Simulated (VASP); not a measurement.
# SnO2 (Pnnm) in VASP: relaxation of cell and atoms with PBEsol

Aim: the relaxation of cell and atoms of SnO2 with PBEsol.

Everything below comes from runs of VASP 6.6.1. Logs are shortened: lines on timing, memory, paths and dates and some standing lists are left out, and cuts for length are marked.

## 1. The cell of the first run

It takes space group Pnnm (No. 58, orthorhombic). Conventional cell: a = 4.788 Å, b = 4.867 Å, c = 3.241 Å, α = 90.00°, β = 90.00°, γ = 90.00°. Within 2.8 Å of Sn (site symmetry 2/m) lie 6 O at 2.09 to 2.10 Å. O (site symmetry m) has 3 Sn at 2.09 to 2.10 Å and 1 O at 2.65 Å within 2.8 Å.

## 2. Relaxation of cell and atoms, PBEsol

Input file INCAR:

```
SYSTEM = SnO2
PREC = Accurate
ENCUT = 600
EDIFF = 1E-7
ISMEAR = 0
SIGMA = 0.01
LREAL = .False.
LASPH = .True.
NELM = 80
ALGO = Normal
ISIF = 3
LWAVE = .False.
LCHARG = .False.
GGA = PS
IBRION = 2
NSW = 80
EDIFFG = -0.05
```

Input file KPOINTS:

```
Automatic mesh
0
Gamma
  6 4 6
  0 0 0
```

Input file POSCAR:

```
SnO2
1.0
    4.7880040000      0.0000000000      0.0000000000
    0.0000000000      4.8665820000      0.0000000000
    0.0000000000      0.0000000000      3.2408980000
Sn O
2 4
Direct
    0.5000000000      0.5000000000      0.5000000000
    0.0000000000      0.0000000000      0.0000000000
    0.2918550000      0.3210420000      0.0000000000
    0.7918550000      0.1789580000      0.5000000000
    0.2081450000      0.8210420000      0.5000000000
    0.7081450000      0.6789580000      0.0000000000
```

Potentials or basis: VASP PAW PBE potentials, release 64 (Sn_d, O).

On the command line:

```console
$ cat potpaw_PBE.64/Sn_d/POTCAR potpaw_PBE.64/O/POTCAR > POTCAR
$ mpirun -np 1 vasp_std > vasp.out
```

OUTCAR:

```text
SYSTEM = SnO2
   PREC = Accurate
   ENCUT = 600
   EDIFF = 1E-7
   ISMEAR = 0
   LREAL = .False.
   LASPH = .True.
   NELM = 80
   ISIF = 3
   GGA = PS
   IBRION = 2
   NSW = 80
   EDIFFG = -0.05

 ion  position               nearest neighbor table
   1  0.500  0.500  0.500-   3 2.09   6 2.09   3 2.09   6 2.09   5 2.10   4 2.10
   2  0.000  0.000  0.000-   4 2.09   5 2.09   4 2.09   5 2.09   3 2.10   6 2.10
   3  0.292  0.321  0.000-   1 2.09   1 2.09   2 2.10
   4  0.792  0.179  0.500-   2 2.09   2 2.09   1 2.10
   5  0.208  0.821  0.500-   2 2.09   2 2.09   1 2.10
   6  0.708  0.679  0.000-   1 2.09   1 2.09   2 2.10

  LATTYP: Found a simple orthorhombic cell.
 ALAT       =     3.2408980000
 B/A-ratio  =     1.4773695439
 C/A-ratio  =     1.5016152930

  Lattice vectors:

 A1 = (   0.0000000000,   0.0000000000,   3.2408980000)
 A2 = (   4.7880040000,   0.0000000000,   0.0000000000)
 A3 = (   0.0000000000,   4.8665820000,   0.0000000000)

Analysis of symmetry for initial positions (statically):
=====================================================================
 Subroutine PRICEL returns:
 Original cell was already a primitive cell.

 Routine SETGRP: Setting up the symmetry group for a
 simple orthorhombic supercell.

 Subroutine GETGRP returns: Found  8 space group operations
 (whereof  4 operations were pure point group operations)
 out of a pool of  8 trial point group operations.

The static configuration has the point symmetry C_2h.
 The point group associated with its full space group is D_2h.

Analysis of symmetry for dynamics (positions and initial velocities):
=====================================================================
 Subroutine PRICEL returns:
 Original cell was already a primitive cell.

 Routine SETGRP: Setting up the symmetry group for a
 simple orthorhombic supercell.

 Subroutine GETGRP returns: Found  8 space group operations
 (whereof  4 operations were pure point group operations)
 out of a pool of  8 trial point group operations.

The dynamic configuration has the point symmetry C_2h.
 The point group associated with its full space group is D_2h.

 Subroutine INISYM returns: Found  8 space group operations
 (whereof  4 operations are pure point group operations),
 and found     1 'primitive' translations

----------------------------------------------------------------------------------------

                                     Primitive cell

  volume of cell :      75.5169

  direct lattice vectors                    reciprocal lattice vectors
     4.788004000  0.000000000  0.000000000     0.208855298  0.000000000  0.000000000
     0.000000000  4.866582000  0.000000000     0.000000000  0.205483027  0.000000000
     0.000000000  0.000000000  3.240898000     0.000000000  0.000000000  0.308556456

  length of vectors
     4.788004000  4.866582000  3.240898000     0.208855298  0.205483027  0.308556456

  position of ions in fractional coordinates (direct lattice)
     0.500000000  0.500000000  0.500000000
     0.000000000  0.000000000  0.000000000
     0.291855000  0.321042000  0.000000000
     0.791855000  0.178958000  0.500000000
     0.208145000  0.821042000  0.500000000
     0.708145000  0.678958000  0.000000000

  ion indices of the primitive-cell ions
   primitive index   ion index
                 1           1
                 2           2
                 3           3
                 4           4
                 5           5
                 6           6

----------------------------------------------------------------------------------------

 KPOINTS: Automatic mesh

Automatic generation of k-mesh.
 Grid dimensions read from file:
 generate k-points for:    6    4    6

 Generating k-lattice:

  Cartesian coordinates                     Fractional coordinates (reciprocal lattice)
     0.034809216  0.000000000  0.000000000     0.166666667  0.000000000  0.000000000
     0.000000000  0.051370757  0.000000000     0.000000000  0.250000000  0.000000000
     0.000000000  0.000000000  0.051426076     0.000000000  0.000000000  0.166666667

  Length of vectors
     0.034809216  0.051370757  0.051426076

  Shift w.r.t. Gamma in fractional coordinates (k-lattice)
     0.000000000  0.000000000  0.000000000

 Subroutine IBZKPT returns following result:
 ===========================================

 Found     48 irreducible k-points:

 Following reciprocal coordinates:
            Coordinates               Weight
  0.000000  0.000000  0.000000      1.000000
  0.166667  0.000000  0.000000      2.000000
  0.333333  0.000000  0.000000      2.000000
  0.500000  0.000000  0.000000      1.000000
  0.000000  0.250000  0.000000      2.000000
  0.166667  0.250000  0.000000      4.000000
[... 16 lines left out ...]
  0.333333  0.500000  0.166667      4.000000
  0.500000  0.500000  0.166667      2.000000
 [... further k-points ...]
   k-points           NKPTS =     48   k-points in BZ     NKDIM =     48   number of bands    NBANDS=     31
   number of dos      NEDOS =    301   number of ions     NIONS =      6
   total plane-waves  NPLWV =  44800
   dimension x,y,z NGX =    40 NGY =   40 NGZ =   28
   dimension x,y,z NGXF=    80 NGYF=   80 NGZF=   56
   ions per type =               2   4
   NGX,Y,Z   is equivalent  to a cutoff of  13.89, 13.66, 14.36 a.u.
   NGXF,Y,Z  is equivalent  to a cutoff of  27.78, 27.33, 28.73 a.u.
 SYSTEM =  SnO2
   PREC   = accura    normal or accurate (medium, high low for compatibility)
   ISTART =      0    job   : 0-new  1-cont  2-samecut
   ICHARG =      2    charge: 1-file 2-atom 10-const
   ISPIN  =      1    spin polarized calculation?
   LNONCOLLINEAR =      F non collinear calculations
   LSORBIT =      F    spin-orbit coupling
   LASPH  =      T    aspherical Exc in radial PAW
   ENCUT  =  600.0 eV  44.10 Ry    6.64 a.u.   9.56  9.72  6.47*2*pi/ulx,y,z
   NELM   =     80;   NELMIN=  2; NELMDL= -5     # of ELM steps
   EDIFF  = 0.1E-06   stopping-criterion for ELM
   LREAL  =      F    real-space projection
   EDIFFG = -.5E-01   stopping-criterion for IOM
   NSW    =     80    number of steps for IOM
   IBRION =      2    ionic relax: 0-MD 1-quasi-New 2-CG
   NFREE  =      1    steps in history (QN), initial steepest desc. (CG)
   ISIF   =      3    stress and relaxation
   ISYM   =      2    0-nonsym 1-usesym 2-fastsym
   POTIM  = 0.5000    time-step for ionic-motion
   TEBEG  =    0.0;   TEEND  =   0.0 temperature during run
   PSTRESS=    0.0 pullay stress
   NELECT =      52.0000    total number of electrons
   NUPDOWN=      -1.0000    fix difference up-down
   EMIN   =  10.00;   EMAX   =-10.00  energy-range for DOS
   EFERMI =   0.00;   METHOD = LEGACY
   ISMEAR =     0;   SIGMA  =   0.01  broadening in eV -4-tet -1-fermi 0-gaus
   EFERMI_NEDOS =   21; number of points for ismear=-14 and -15
   IALGO  =     38    algorithm
   IMIX   =      4    mixing-type and parameters
     AMIX     =   0.40;   BMIX     =  1.00
     AMIX_MAG =   1.60;   BMIX_MAG =  1.00
  volume/ion in A,a.u.               =      12.59        84.94
  Fermi-wavevector in a.u.,A,eV,Ry     =   1.445644  2.731871 28.434627  2.089886
  Thomas-Fermi vector in A             =   2.563802
   LORBIT       =      0    0 simple, 1 ext, 2 COOP (PROOUT), +10 PAW based schemes
   GGA     = PS    functional components
   LHFCALC =     F    Hartree Fock is set to
   AEXX    =    0.0000 exact exchange contribution
   IVDW    =     0    specifies the selected vdW correction
   LEPSILON=     F    determine dielectric tensor
   LRPA    =     F    only Hartree local field effects (RPA)
 conjugate gradient relaxation of ions
 non-spin polarized calculation
 Gauss-broadening in eV      SIGMA  =   0.01
  energy-cutoff  :      600.00
  volume of cell :       75.52
 maximum number of plane-waves:      2552
 NGX is ok and might be reduce to    40
   NGX = 19   NGY = 19   NGZ = 13

--------------------------------------- Ionic step        1  -------------------------------------------

 number of electron      51.9999998 magnetization

 Free energy of the ion-electron system (eV)
  ---------------------------------------------------
  ext. energy  EPLUGINS =         0.00000000
  ---------------------------------------------------
  free energy    TOTEN  =       -39.62665680 eV

  energy without entropy =      -39.62665680  energy(sigma->0) =      -39.62665680

------------------------ aborting loop because EDIFF is reached ----------------------------------------

  FORCE on cell =-STRESS in cart. coord.  units (eV):
  Direction    XX          YY          ZZ          XY          YZ          ZX
  --------------------------------------------------------------------------------------
  -------------------------------------------------------------------------------------
  Total       -2.5768803     -2.6882566     -3.0809845     -0.0000000      0.0000000      0.0000000
  in kB      -54.6714905    -57.0344673    -65.3666427     -0.0000000      0.0000000      0.0000000
  external PRESSURE =     -59.0242002 kB  Pullay stress =       0.0000000 kB
[... 101 lines left out ...]
  FREE ENERGIE OF THE ION-ELECTRON SYSTEM (eV)
  ---------------------------------------------------
  free  energy   TOTEN  =       -39.6717576839 eV

  energy  without entropy=      -39.6717576839  energy(sigma->0) =      -39.67175768

[... ionic steps 4 to 12 ...]

--------------------------------------- Ionic step       13  -------------------------------------------

 number of electron      52.0000019 magnetization

------------------------ aborting loop because EDIFF is reached ----------------------------------------

  FORCE on cell =-STRESS in cart. coord.  units (eV):
  Direction    XX          YY          ZZ          XY          YZ          ZX
  --------------------------------------------------------------------------------------
  -------------------------------------------------------------------------------------
  Total        0.2497801      0.1889844     -0.0425768      0.0000000      0.0000000      0.0000000
  in kB        5.4783331      4.1449236     -0.9338206      0.0000000      0.0000000      0.0000000
  external PRESSURE =       2.8964787 kB  Pullay stress =       0.0000000 kB
[... 65 lines left out ...]
  energy  without entropy=      -39.6813952892  energy(sigma->0) =      -39.68139529

--------------------------------------- Ionic step       15  -------------------------------------------

 number of electron      52.0000005 magnetization

 Free energy of the ion-electron system (eV)
  ---------------------------------------------------
  ext. energy  EPLUGINS =         0.00000000
  ---------------------------------------------------
  free energy    TOTEN  =       -39.68361538 eV

  energy without entropy =      -39.68361538  energy(sigma->0) =      -39.68361538

 E-fermi :   5.8550     XC(G=0): -11.4166

 val. band max:        5.7529985508   @ k =   0.0000   0.0000   0.0000
 cond. band min:       6.6421615338   @ k =   0.0000   0.0000   0.0000
 fundamental gap:      0.8891629829
 Fermi energy:         5.8550332732

 k-point     1 :       0.0000    0.0000    0.0000
  band No.  band energies     occupation
      1     -15.2442      2.00000
      2     -14.4958      2.00000
      3     -14.2599      2.00000
      4     -14.2348      2.00000
      5     -14.2342      2.00000
      6     -14.1684      2.00000
[... 805 lines left out ...]
     30      13.6709      0.00000
     31      16.1911      0.00000

 [... further k-points ...]
[... 5 lines left out ...]
  --------------------------------------------------------------------------------------
  -------------------------------------------------------------------------------------
  Total        0.0226882      0.0652453     -0.0574669      0.0000000      0.0000000      0.0000000
  in kB        0.4966836      1.4283346     -1.2580518      0.0000000      0.0000000      0.0000000
  external PRESSURE =       0.2223221 kB  Pullay stress =       0.0000000 kB
[... 21 lines left out ...]
  FREE ENERGIE OF THE ION-ELECTRON SYSTEM (eV)
  ---------------------------------------------------
  free  energy   TOTEN  =       -39.6836153816 eV

  energy  without entropy=      -39.6836153816  energy(sigma->0) =      -39.68361538

 reached required accuracy - stopping structural energy minimisation
```

It took 17 min on 1 thread of Intel Xeon Platinum 8375C at 2.90GHz (Ice Lake), shared host; peak memory 0.28 GiB.

What came out:

```
Free energy                            : -39.6836 eV
Relaxed volume                         : 12.20 Å³/atom
Relaxed cell                           : a = 4.768 Å, b = 4.770 Å, c = 3.218 Å, α = 90.00°, β = 90.00°, γ = 90.00°
Space group after relaxing (to 0.05 Å) : P4_2/mnm (No. 136)
Energy gained by relaxing              : 9.5 meV/atom
Ionic steps                            : 15
Pressure after relaxing                : 0.0 GPa
Largest force after relaxing           : 0.008 eV/Å
Band gap on the k mesh                 : 0.89 eV, direct
```

Forces in eV/Å, atoms in the order of the input:
```
Sn   0.000  0.000  0.000
Sn   0.000  0.000  0.000
O    0.002 -0.008  0.000
O    0.002  0.008  0.000
O   -0.002 -0.008  0.000
O   -0.002  0.008  0.000
```

Step by step:
```
step  energy change (eV)  largest force (eV/Å)  pressure (GPa)  volume (Å³)
   1              0.0000                0.1048           -5.90        75.52
   2              0.0206                0.2817            8.06        70.56
   3             -0.0451                0.0995           -0.09        73.20
   4             -0.0451                0.1017            0.04        73.16
   5             -0.0473                0.0535            0.11        73.03
   6             -0.0475                0.0619            0.15        72.99
   7             -0.0482                0.0567           -0.08        73.08
   8             -0.0489                0.0488           -0.67        73.31
   9             -0.0492                0.0478           -0.63        73.29
  10             -0.0499                0.0495           -0.49        73.26
  11             -0.0509                0.0659           -0.22        73.18
  12             -0.0517                0.1208            0.31        73.03
  13             -0.0526                0.1093            0.29        73.05
  14             -0.0547                0.0745            0.22        73.10
  15             -0.0570                0.0081            0.02        73.19
```

Final structure:
```
CELL_PARAMETERS angstrom
4.76757 0.00000 0.00000
0.00000 4.77027 0.00000
0.00000 0.00000 3.21803
ATOMIC_POSITIONS crystal
Sn 0.50000 0.50000 0.50000
Sn 0.00000 0.00000 0.00000
O 0.30455 0.30803 0.00000
O 0.80455 0.19197 0.50000
O 0.19545 0.80803 0.50000
O 0.69545 0.69197 0.00000
```

Caveat: the PAW data sets were made with another functional, which shifts forces and pressure a little; spin-orbit coupling is left out, which moves the levels of the heavy elements; the relaxation stopped at a loose force limit of 0.05 eV/Å, so its end isn't a converged minimum.
